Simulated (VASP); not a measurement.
Set up this calculation in VASP 6.6.1, as the native input.

```
Task                               : single point
Functional                         : PBE-based screened hybrid
Potentials or basis                : VASP PAW PBE potentials, release 64 (Na_pv, H)
Cutoff                             : 520 eV
k mesh                             : 4 × 4 × 4
Occupations                        : gaussian, width 0.01 eV
Spin                               : no spin polarisation
Dipole correction                  : no
Grid for exact exchange (PRECFOCK) : Normal
Share of exact exchange            : 0.2
Further INCAR settings             : ALGO = Normal; EDIFF = 1e-07; NBANDS = 11
Screening parameter                : 0.1 1/Å
```

The system is NaH.

```xyz
2
Lattice="2.9324 0.0000 0.0000 0.0000 2.9324 0.0000 0.0000 0.0000 2.9324" Properties=species:S:1:pos:R:3 pbc="T T T"
Na    0.0000    0.0000    0.0000
H     1.4662    1.4662    1.4662
```

These files were run (other wordings do the same):

POSCAR

```
NaH
1.0
    2.9323912064      0.0000000000      0.0000000000
    0.0000000000      2.9323912064      0.0000000000
    0.0000000000      0.0000000000      2.9323912064
Na H
1 1
Direct
    0.0000000000      0.0000000000      0.0000000000
    0.5000000000      0.5000000000      0.5000000000
```

INCAR.step1

```
  PREC = Accurate
  ENCUT = 520
  EDIFF = 1E-5
  ISMEAR = 0
  SIGMA = 0.01
  LREAL = F
  LASPH = T
  NELM = 80
  ALGO = Normal
  ISIF = 2
  LWAVE = T
  NBANDS = 11
  GGA = PE
```

INCAR.step2

```
  PREC = Accurate
  ENCUT = 520
  EDIFF = 1E-7
  ISMEAR = 0
  SIGMA = 0.01
  LREAL = F
  LASPH = T
  NELM = 80
  ALGO = Normal
  ISIF = 2
  LWAVE = F
  LCHARG = T
  GGA = PE
  LHFCALC = T
  AEXX = 0.2
  HFSCREEN = 0.1
  PRECFOCK = Normal
  LELF = T
  LVHAR = T
  NBANDS = 11
  ISTART = 1
```

KPOINTS

```
regular mesh
0
Gamma
  4 4 4
```

Potentials or basis: VASP PAW PBE potentials, release 64 (Na_pv, H).

Launch:

```bash
$ cat potpaw_PBE.64/Na_pv/POTCAR potpaw_PBE.64/H/POTCAR > POTCAR
$ cp INCAR.step1 INCAR
$ mpirun -np 1 vasp_std > vasp.out
$ cp INCAR.step2 INCAR
$ mpirun -np 1 vasp_std > vasp.out
```

Results of the run:

```yaml
Pressure: 0.4 GPa
Band_gap_on_the_k_mesh: 1.99 eV, indirect (least direct gap 5.78 eV)
```

Caveat: the k points lie up to 0.54 Å⁻¹ apart; the PAW data sets were made with another functional, which shifts forces and pressure a little.

It took 44 s on 1 thread of Intel(R) Xeon(R) Platinum 8488C (Sapphire Rapids), with other jobs on the host, peak memory 0.23 GiB.
